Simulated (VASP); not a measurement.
Set up this calculation in VASP 6.6.1, as the native input.

```yaml
Task: single point
Functional: PBE
Potentials_or_basis: VASP PAW PBE potentials, release 64 (Li_sv, Au)
Cutoff: 520 eV
k_mesh: 8 × 8 × 8
Occupations: fermi-dirac, width 0.15 eV
Spin: no spin polarisation
Dipole_correction: no
Further_INCAR_settings: ALGO = Fast; EDIFF = 1e-06; NBANDS = 44
```

The structure of LiAu6 lies in POSCAR:

```
LiAu6
1.0
    0.0000000000      4.0198631000      4.0198631000
    4.0198631000      0.0000000000      4.0198631000
    4.0198631000      4.0198631000      0.0000000000
Li Au
1 6
Direct
    0.0000000000      0.0000000000      0.0000000000
    0.5000000000      0.5000000000      0.0000000000
    0.5000000000      0.0000000000      0.5000000000
    0.0000000000      0.0000000000      0.5000000000
    0.0000000000      0.5000000000      0.0000000000
    0.0000000000      0.5000000000      0.5000000000
    0.5000000000      0.0000000000      0.0000000000
```

These files were run (other wordings do the same):

INCAR

```
SYSTEM = LiAu6
ALGO = Fast
EDIFF = 1E-6
ENCUT = 520
GGA = PE
ISIF = 2
ISMEAR = -1
LASPH = .True.
LCHARG = .False.
LREAL = .False.
LWAVE = .False.
NBANDS = 44
NELM = 80
PREC = Accurate
SIGMA = 0.15
```

KPOINTS

```
k-points
0
Gamma
  8 8 8
  0 0 0
```

Potentials or basis: VASP PAW PBE potentials, release 64 (Li_sv, Au).

Launch:

```sh
$ cat potpaw_PBE.64/Li_sv/POTCAR potpaw_PBE.64/Au/POTCAR > POTCAR
$ mpirun -np 1 vasp_std > vasp.out
```

It gave:

```yaml
Band_gap_on_the_k_mesh: zero (an odd number of electrons rules out a gap without spin polarisation)
```

Caveat: spin-orbit coupling is left out, which moves the levels of the heavy elements.

Wall time 3.7 min on 1 thread of Intel(R) Xeon(R) Platinum 8559C (Emerald Rapids), on a shared host, peak memory 0.32 GiB.
